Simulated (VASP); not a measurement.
# PbO2 (Pbcn) in VASP: electric field gradients with PBE

Aim: the electric field gradients of PbO2 with PBE.

Program: VASP 6.6.1. These are calculated values, not measurements. Logs are shortened: lines on timing, memory, paths and dates and some standing lists are left out, and cuts for length are marked.

**1. The cell of the first run**

The structure is orthorhombic, space group Pbcn (No. 60). Conventional cell: a = 4.947 Å, b = 5.951 Å, c = 5.497 Å, α = 90.00°, β = 90.00°, γ = 90.00°. Within 2.8 Å of Pb (site symmetry 2) lie 6 O at 2.13 to 2.23 Å. Within 3.4 Å of O (site symmetry 1) lie 4 Pb at 2.13 to 3.26 Å and 12 O at 2.70 to 3.35 Å.

**2. Electric field gradients, PBE**

Contents of INCAR:

```
SYSTEM = PbO2
PREC = Accurate ; ENCUT = 520
EDIFF = 1E-8 ; ISMEAR = -1
SIGMA = 0.05 ; LREAL = Auto
LASPH = .True. ; NELM = 100
ALGO = Normal ; ISIF = 2
LWAVE = .False. ; LCHARG = .False.
GGA = PE ; LEFG = .True.
NBANDS = 122 ; KPAR = 4
```

Contents of KPOINTS:

```
Automatic mesh
0
Gamma
  4 4 4
  0 0 0
```

Contents of POSCAR:

```
PbO2
1.0
    0.0000000000      5.9510000000      5.4970000000
    4.9470000000      0.0000000000      5.4970000000
    4.9470000000      5.9510000000      0.0000000000
Pb O
8 16
Direct
    0.2154283866      0.0345716134      0.9654283866
    0.7154283866      0.5345716134      0.4654283866
    0.2845716134      0.4654283866      0.0345716134
    0.7845716134      0.9654283866      0.5345716134
    0.7845716134      0.9654283866      0.0345716134
    0.2845716134      0.4654283866      0.5345716134
    0.2154283866      0.0345716134      0.4654283866
    0.7154283866      0.5345716134      0.9654283866
    0.2912743694      0.1411818015      0.1196503448
    0.7912743694      0.6411818015      0.6196503448
    0.3911818015      0.5412743694      0.6978934843
    0.8911818015      0.0412743694      0.1978934843
    0.9478934843      0.6196503448      0.1411818015
    0.4478934843      0.1196503448      0.6411818015
    0.8696503448      0.1978934843      0.5412743694
    0.3696503448      0.6978934843      0.0412743694
    0.2087256306      0.3588181985      0.3803496552
    0.7087256306      0.8588181985      0.8803496552
    0.1088181985      0.9587256306      0.8021065157
    0.6088181985      0.4587256306      0.3021065157
    0.5521065157      0.8803496552      0.3588181985
    0.0521065157      0.3803496552      0.8588181985
    0.6303496552      0.3021065157      0.9587256306
    0.1303496552      0.8021065157      0.4587256306
```

Potentials or basis: VASP PAW PBE potentials, release 64 (Pb_d, O).

Command:

```sh
$ cat potpaw_PBE.64/Pb_d/POTCAR potpaw_PBE.64/O/POTCAR > POTCAR
$ mpirun -np 4 vasp_std > vasp.out
```

OUTCAR:

```text
SYSTEM = PbO2
   PREC = Accurate
   ENCUT = 520
   EDIFF = 1E-8
   ISMEAR = -1
   LREAL = Auto
   LASPH = .True.
   NELM = 100
   ISIF = 2
   GGA = PE

 ion  position               nearest neighbor table
   1  0.215  0.035  0.965-   9 2.13  16 2.13  14 2.18  12 2.18  19 2.23  22 2.23   5 3.49   6 3.49
                             3 3.79   3 3.79   4 3.79   4 3.79   7 3.87   7 3.87   8 3.87   8 3.87
   2  0.715  0.535  0.465-  10 2.13  15 2.13  13 2.18  11 2.18  20 2.23  21 2.23   5 3.49   6 3.49
                             4 3.79   4 3.79   3 3.79   3 3.79   8 3.87   8 3.87   7 3.87   7 3.87
   3  0.285  0.465  0.035-  11 2.13  13 2.13   9 2.18  16 2.18  17 2.23  23 2.23   7 3.49   8 3.49
                             1 3.79   1 3.79   2 3.79   2 3.79   6 3.87   5 3.87   6 3.87   5 3.87
   4  0.785  0.965  0.535-  12 2.13  14 2.13  10 2.18  15 2.18  18 2.23  24 2.23   7 3.49   8 3.49
                             2 3.79   2 3.79   1 3.79   1 3.79   5 3.87   6 3.87   5 3.87   6 3.87
   5  0.785  0.965  0.035-  18 2.13  23 2.13  21 2.18  19 2.18  12 2.23  13 2.23   1 3.49   2 3.49
                             8 3.79   8 3.79   7 3.79   7 3.79   4 3.87   3 3.87   3 3.87   4 3.87
   6  0.285  0.465  0.535-  17 2.13  24 2.13  22 2.18  20 2.18  11 2.23  14 2.23   1 3.49   2 3.49
                             7 3.79   7 3.79   8 3.79   8 3.79   3 3.87   4 3.87   4 3.87   3 3.87
   7  0.215  0.035  0.465-  19 2.13  21 2.13  17 2.18  24 2.18   9 2.23  15 2.23   3 3.49   4 3.49
                             6 3.79   6 3.79   5 3.79   5 3.79   1 3.87   2 3.87   1 3.87   2 3.87
   8  0.715  0.535  0.965-  20 2.13  22 2.13  18 2.18  23 2.18  10 2.23  16 2.23   3 3.49   4 3.49
                             5 3.79   5 3.79   6 3.79   6 3.79   2 3.87   1 3.87   2 3.87   1 3.87
   9  0.291  0.141  0.120-   1 2.13   3 2.18   7 2.23
  10  0.791  0.641  0.620-   2 2.13   4 2.18   8 2.23
  11  0.391  0.541  0.698-   3 2.13   2 2.18   6 2.23
  12  0.891  0.041  0.198-   4 2.13   1 2.18   5 2.23
  13  0.948  0.620  0.141-   3 2.13   2 2.18   5 2.23
  14  0.448  0.120  0.641-   4 2.13   1 2.18   6 2.23
[... 8 lines left out ...]
  23  0.630  0.302  0.959-   5 2.13   8 2.18   3 2.23
  24  0.130  0.802  0.459-   6 2.13   7 2.18   4 2.23

  LATTYP: Found a face centered orthorhombic cell.
 ALAT       =     9.8940000000
 B/A-ratio  =     1.1111784920
 C/A-ratio  =     1.2029512836

  Lattice vectors:

 A1 = (   0.0000000000,   5.9510000000,  -5.4970000000)
 A2 = (   4.9470000000,   5.9510000000,   0.0000000000)
 A3 = (   4.9470000000,   0.0000000000,  -5.4970000000)

Analysis of symmetry for initial positions (statically):
=====================================================================
 Subroutine PRICEL returns following result:

  LATTYP: Found a simple orthorhombic cell.
 ALAT       =     4.9470000000
 B/A-ratio  =     1.1111784920
 C/A-ratio  =     1.2029512836

  Lattice vectors:

 A1 = (  -4.9470000000,   0.0000000000,   0.0000000000)
 A2 = (   0.0000000000,   0.0000000000,   5.4970000000)
 A3 = (   0.0000000000,   5.9510000000,   0.0000000000)

   2 primitive cells build up your supercell.

 Routine SETGRP: Setting up the symmetry group for a
 face centered orthorhombic supercell.

 Subroutine GETGRP returns: Found  8 space group operations
 (whereof  2 operations were pure point group operations)
 out of a pool of  8 trial point group operations.

The static configuration has the point symmetry S_2 .
 The point group associated with its full space group is D_2h.

Analysis of symmetry for dynamics (positions and initial velocities):
=====================================================================
 Subroutine PRICEL returns following result:

  LATTYP: Found a simple orthorhombic cell.
 ALAT       =     4.9470000000
 B/A-ratio  =     1.1111784920
 C/A-ratio  =     1.2029512836

  Lattice vectors:

 A1 = (  -4.9470000000,   0.0000000000,   0.0000000000)
 A2 = (   0.0000000000,   0.0000000000,   5.4970000000)
 A3 = (   0.0000000000,   5.9510000000,   0.0000000000)

   2 primitive cells build up your supercell.

 Routine SETGRP: Setting up the symmetry group for a
 face centered orthorhombic supercell.

 Subroutine GETGRP returns: Found  8 space group operations
 (whereof  2 operations were pure point group operations)
 out of a pool of  8 trial point group operations.

The dynamic configuration has the point symmetry S_2 .
 The point group associated with its full space group is D_2h.

 Subroutine INISYM returns: Found  8 space group operations
 (whereof  2 operations are pure point group operations),
 and found     2 'primitive' translations

[... 100 lines left out ...]
   ICHARG =      2    charge: 1-file 2-atom 10-const
   ISPIN  =      1    spin polarized calculation?
   LNONCOLLINEAR =      F non collinear calculations
   LSORBIT =      F    spin-orbit coupling
   LASPH  =      T    aspherical Exc in radial PAW
   ENCUT  =  520.0 eV  38.22 Ry    6.18 a.u.  15.06 13.75 14.39*2*pi/ulx,y,z
   NELM   =    100;   NELMIN=  2; NELMDL= -5     # of ELM steps
   EDIFF  = 0.1E-07   stopping-criterion for ELM
   LREAL  =      T    real-space projection
   EDIFFG = 0.1E-06   stopping-criterion for IOM
   NSW    =      0    number of steps for IOM
   IBRION =     -1    ionic relax: 0-MD 1-quasi-New 2-CG
   NFREE  =      0    steps in history (QN), initial steepest desc. (CG)
   ISIF   =      2    stress and relaxation
   ISYM   =      2    0-nonsym 1-usesym 2-fastsym
   POTIM  = 0.5000    time-step for ionic-motion
   TEBEG  =    0.0;   TEEND  =   0.0 temperature during run
   PSTRESS=    0.0 pullay stress
   NELECT =     208.0000    total number of electrons
   NUPDOWN=      -1.0000    fix difference up-down
   EMIN   =  10.00;   EMAX   =-10.00  energy-range for DOS
   EFERMI =   0.00;   METHOD = LEGACY
   ISMEAR =    -1;   SIGMA  =   0.05  broadening in eV -4-tet -1-fermi 0-gaus
   EFERMI_NEDOS =   21; number of points for ismear=-14 and -15
   IALGO  =     38    algorithm
   IMIX   =      4    mixing-type and parameters
     AMIX     =   0.40;   BMIX     =  1.00
     AMIX_MAG =   1.60;   BMIX_MAG =  1.00
  volume/ion in A,a.u.               =      13.49        91.01
  Fermi-wavevector in a.u.,A,eV,Ry     =   1.412755  2.669719 27.155537  1.995876
  Thomas-Fermi vector in A             =   2.534471
   LORBIT       =      0    0 simple, 1 ext, 2 COOP (PROOUT), +10 PAW based schemes
   GGA     = PE    functional components
   LHFCALC =     F    Hartree Fock is set to
   AEXX    =    0.0000 exact exchange contribution
   IVDW    =     0    specifies the selected vdW correction
   LEPSILON=     F    determine dielectric tensor
   LRPA    =     F    only Hartree local field effects (RPA)
 non-spin polarized calculation
  energy-cutoff  :      520.00
  volume of cell :      323.66
 maximum number of plane-waves:      8734
   NGX = 31   NGY = 27   NGZ = 29

 number of electron     207.9999996 magnetization

 Free energy of the ion-electron system (eV)
  ---------------------------------------------------
  ext. energy  EPLUGINS =         0.00000000
  ---------------------------------------------------
  free energy    TOTEN  =      -126.77075792 eV

  energy without entropy =     -126.76094104  energy(sigma->0) =     -126.76584948

 E-fermi :   4.8425     XC(G=0): -10.9369

 val. band max:        4.6846503494   @ k =   0.0000   0.0000   0.0000
 cond. band min:       5.3413795129   @ k =   0.2500   0.0000   0.2500
 fundamental gap:      0.6567291635
 Fermi energy:         4.8425066534

 k-point     1 :       0.0000    0.0000    0.0000
  band No.  band energies     occupation
      1     -13.5257      2.00000
      2     -13.1760      2.00000
      3     -13.1760      2.00000
      4     -13.1760      2.00000
      5     -13.1760      2.00000
      6     -13.1725      2.00000
[... 2131 lines left out ...]
    115      12.7026      0.00000
    116      12.7026      0.00000
 [bands above 116 left out]

------------------------ aborting loop because EDIFF is reached ----------------------------------------

  FORCE on cell =-STRESS in cart. coord.  units (eV):
  Direction    XX          YY          ZZ          XY          YZ          ZX
  --------------------------------------------------------------------------------------
  -------------------------------------------------------------------------------------
  Total       19.4526708     14.9274718     15.5188803      0.0000000      0.0000000     -0.0000000
  in kB       96.2946650     73.8940123     76.8216042      0.0000000      0.0000000     -0.0000000
  external PRESSURE =      82.3367605 kB  Pullay stress =       0.0000000 kB

 VOLUME and BASIS-vectors are now :
 -----------------------------------------------------------------------------
  energy-cutoff  :      520.00
  volume of cell :      323.66
      direct lattice vectors                 reciprocal lattice vectors
     0.000000000  5.951000000  5.497000000    -0.101071356  0.084019493  0.090958705
     4.947000000  0.000000000  5.497000000     0.101071356 -0.084019493  0.090958705
     4.947000000  5.951000000  0.000000000     0.101071356  0.084019493 -0.090958705

 POSITION                                       TOTAL-FORCE (eV/Angst)
 -----------------------------------------------------------------------------------
      4.94700      7.02728      1.37425         0.000000      0.011009     -0.000000
      4.94700      7.02728      6.87125         0.000000      0.011009     -0.000000
      2.47350      1.89922      4.12275         0.000000     -0.011009     -0.000000
      7.42050      7.85022      9.61975         0.000000     -0.011009     -0.000000
      4.94700      4.87472      9.61975         0.000000     -0.011009     -0.000000
      4.94700      4.87472      4.12275         0.000000     -0.011009     -0.000000
[... 16 lines left out ...]
      6.23734      9.45659      5.12571        -0.008847     -0.011401     -0.006648
      6.23734      3.50559      5.12571        -0.008847     -0.011401     -0.006648
 -----------------------------------------------------------------------------------
    total drift:                                0.000000      0.000000     -0.000000

  FREE ENERGIE OF THE ION-ELECTRON SYSTEM (eV)
  ---------------------------------------------------
  free  energy   TOTEN  =      -126.7707579196 eV

  energy  without entropy=     -126.7609410384  energy(sigma->0) =     -126.76584948

 Electric field gradients (V/A^2)
---------------------------------------------------------------------
 ion       V_xx      V_yy      V_zz      V_xy      V_xz      V_yz
---------------------------------------------------------------------
   1      -0.672    42.694   -42.022    -0.001   -50.716     0.000
   2      -0.672    42.694   -42.022    -0.001   -50.716     0.000
   3      -0.672    42.694   -42.022    -0.001    50.715     0.000
   4      -0.672    42.694   -42.022    -0.001    50.715     0.000
   5      -0.672    42.694   -42.022    -0.001   -50.716     0.000
   6      -0.672    42.694   -42.022    -0.001   -50.716     0.000
[... 16 lines left out ...]
  23     -16.564     1.863    14.702   -70.562    69.420    23.017
  24     -16.564     1.863    14.702   -70.562    69.420    23.017
---------------------------------------------------------------------

 Electric field gradients after diagonalization (V/A^2)
 (convention: |V_zz| > |V_xx| > |V_yy|)
----------------------------------------------------------------------
 ion       V_xx      V_yy      V_zz     asymmetry (V_yy - V_xx)/ V_zz
----------------------------------------------------------------------
   1      42.694    33.421   -76.115       0.122
   2      42.694    33.421   -76.115       0.122
   3      42.694    33.420   -76.114       0.122
   4      42.694    33.420   -76.114       0.122
   5      42.694    33.421   -76.115       0.122
   6      42.694    33.421   -76.115       0.122
[... 16 lines left out ...]
  23      83.642    31.171  -114.813       0.457
  24      83.642    31.171  -114.813       0.457
----------------------------------------------------------------------

           NMR quadrupolar parameters

 Cq : quadrupolar parameter    Cq=e*Q*V_zz/h
 eta: asymmetry parameters     (V_yy - V_xx)/ V_zz
 Q  : nuclear electric quadrupole moment in mb (millibarn)
----------------------------------------------------------------------
 ion       Cq(MHz)       eta       Q (mb)
----------------------------------------------------------------------
   1      -0.184       0.122       1.000
   2      -0.184       0.122       1.000
   3      -0.184       0.122       1.000
   4      -0.184       0.122       1.000
   5      -0.184       0.122       1.000
   6      -0.184       0.122       1.000
[... 16 lines left out ...]
  23      -0.278       0.457       1.000
  24      -0.278       0.457       1.000
----------------------------------------------------------------------
```

It took 8.7 min on 4 MPI ranks of Intel Xeon Platinum 8259CL at 2.50GHz (Skylake/Cascade Lake), shared host; peak memory 0.74 GiB.

What came out:

```
Free energy                             : -126.7708 eV
Pressure                                : 8.2 GPa
Largest force                           : 0.016 eV/Å
Band gap on the k mesh                  : 0.06 eV
Largest electric field gradient by atom : Pb -76.1; O -114.8 V/Å²
```

Forces on the atoms (eV/Å):
```
Pb   0.000  0.011  0.000
Pb   0.000  0.011  0.000
Pb   0.000 -0.011  0.000
Pb   0.000 -0.011  0.000
Pb   0.000 -0.011  0.000
Pb   0.000 -0.011  0.000
Pb   0.000  0.011  0.000
Pb   0.000  0.011  0.000
O   -0.009  0.011 -0.007
O   -0.009  0.011 -0.007
O    0.009 -0.011 -0.007
O    0.009 -0.011 -0.007
O   -0.009 -0.011  0.007
O   -0.009 -0.011  0.007
O    0.009  0.011  0.007
O    0.009  0.011  0.007
O    0.009 -0.011  0.007
O    0.009 -0.011  0.007
O   -0.009  0.011  0.007
O   -0.009  0.011  0.007
O    0.009  0.011 -0.007
O    0.009  0.011 -0.007
O   -0.009 -0.011 -0.007
O   -0.009 -0.011 -0.007
```

Electric field gradients, principal values (V/Å²):
| atom | least | middle | greatest (by size) |
| --- | --- | --- | --- |
| 1 Pb | 33.421 | 42.694 | -76.115 |
| 2 Pb | 33.421 | 42.694 | -76.115 |
| 3 Pb | 33.420 | 42.694 | -76.114 |
| 4 Pb | 33.420 | 42.694 | -76.114 |
| 5 Pb | 33.421 | 42.694 | -76.115 |
| 6 Pb | 33.421 | 42.694 | -76.115 |
| 7 Pb | 33.420 | 42.694 | -76.114 |
| 8 Pb | 33.420 | 42.694 | -76.114 |
| 9 O | 31.168 | 83.646 | -114.814 |
| 10 O | 31.168 | 83.646 | -114.814 |
| 11 O | 31.172 | 83.641 | -114.813 |
| 12 O | 31.172 | 83.641 | -114.813 |
| 13 O | 31.169 | 83.644 | -114.812 |
| 14 O | 31.169 | 83.644 | -114.812 |
| 15 O | 31.171 | 83.642 | -114.813 |
| 16 O | 31.171 | 83.642 | -114.813 |
| 17 O | 31.168 | 83.646 | -114.814 |
| 18 O | 31.168 | 83.646 | -114.814 |
| 19 O | 31.172 | 83.641 | -114.813 |
| 20 O | 31.172 | 83.641 | -114.813 |
| 21 O | 31.169 | 83.644 | -114.812 |
| 22 O | 31.169 | 83.644 | -114.812 |
| 23 O | 31.171 | 83.642 | -114.813 |
| 24 O | 31.171 | 83.642 | -114.813 |

Caveat: the cell stands under pressure; the smearing spreads over this small gap; without QUAD_EFG the Cq values of the log hold for a quadrupole moment of 1 mb, not for the nuclei; spin-orbit coupling is left out, which moves the levels of the heavy elements. A k mesh can miss the band edges.

The gap in the log of VASP goes by the Fermi energy; the results here count the filled bands.